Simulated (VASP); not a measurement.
Here is a VASP 6.6.1 calculation.

INCAR

```
PREC = Accurate
ENCUT = 520
EDIFF = 1E-6
ISMEAR = 0
SIGMA = 0.1
LREAL = F
LASPH = T
NELM = 60
ALGO = Normal
ISIF = 2
LWAVE = F
LCHARG = F
GGA = PS
NBANDS = 16
```

Contents of KPOINTS:

```
Automatic mesh
0
Gamma
  18 18 12
```

The input POSCAR:

```
NbB2
1.0
    3.1515533670      0.0000000000      0.0000000000
   -1.5757766835      2.7293252772      0.0000000000
    0.0000000000      0.0000000000      3.3633808339
Nb B
1 2
Direct
    0.0000000000      0.0000000000      0.0000000000
    0.3333333333      0.6666666667      0.5000000000
    0.6666666667      0.3333333333      0.5000000000
```

Potentials or basis: VASP PAW PBE potentials, release 64 (Nb_sv, B).

Launch:

```bash
$ cat potpaw_PBE.64/Nb_sv/POTCAR potpaw_PBE.64/B/POTCAR > POTCAR
$ mpirun -np 1 vasp_std > vasp.out
```

(1) What does it give for the pressure?

Answers

(1) -15.8 GPa.

Caveat: the PAW data sets were made with another functional, which shifts forces and pressure a little.
